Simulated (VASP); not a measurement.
Input of a VASP 6.6.1 run:

File INCAR:

```
  PREC = Accurate
  ENCUT = 520
  EDIFF = 1E-8
  ISMEAR = -1
  SIGMA = 0.08
  LREAL = F
  LASPH = T
  NELM = 60
  ALGO = Normal
  ISIF = 2
  LWAVE = F
  LCHARG = F
  LEFG = T
  NBANDS = 32
```

KPOINTS

```
Automatic mesh
0
Gamma
  9 9 9
```

Contents of POSCAR:

```
NbCd3
1.0
    4.2150000000      0.0000000000      0.0000000000
    0.0000000000      4.2150000000      0.0000000000
    0.0000000000      0.0000000000      4.2150000000
Nb Cd
1 3
Direct
    0.0000000000      0.0000000000      0.0000000000
    0.0000000000      0.5000000000      0.5000000000
    0.5000000000      0.0000000000      0.5000000000
    0.5000000000      0.5000000000      0.0000000000
```

Potentials or basis: VASP PAW LDA potentials, release 64 (Nb_sv, Cd).

Launch:

```bash
$ cat potpaw_LDA.64/Nb_sv/POTCAR potpaw_LDA.64/Cd/POTCAR > POTCAR
$ mpirun -np 1 vasp_std > vasp.out
```

**Question.** What does it give for the pressure?

**Answer.** -1.7 GPa.

Electric field gradients, principal values (V/Å²):
| atom | least | middle | greatest (by size) |
| --- | --- | --- | --- |
| 1 Nb | 0.000 | 0.000 | 0.000 |
| 2 Cd | -56.378 | -56.378 | 112.757 |
| 3 Cd | -56.378 | -56.378 | 112.757 |
| 4 Cd | -56.378 | -56.378 | 112.757 |

Caveat: without QUAD_EFG the Cq values of the log hold for a quadrupole moment of 1 mb, not for the nuclei.
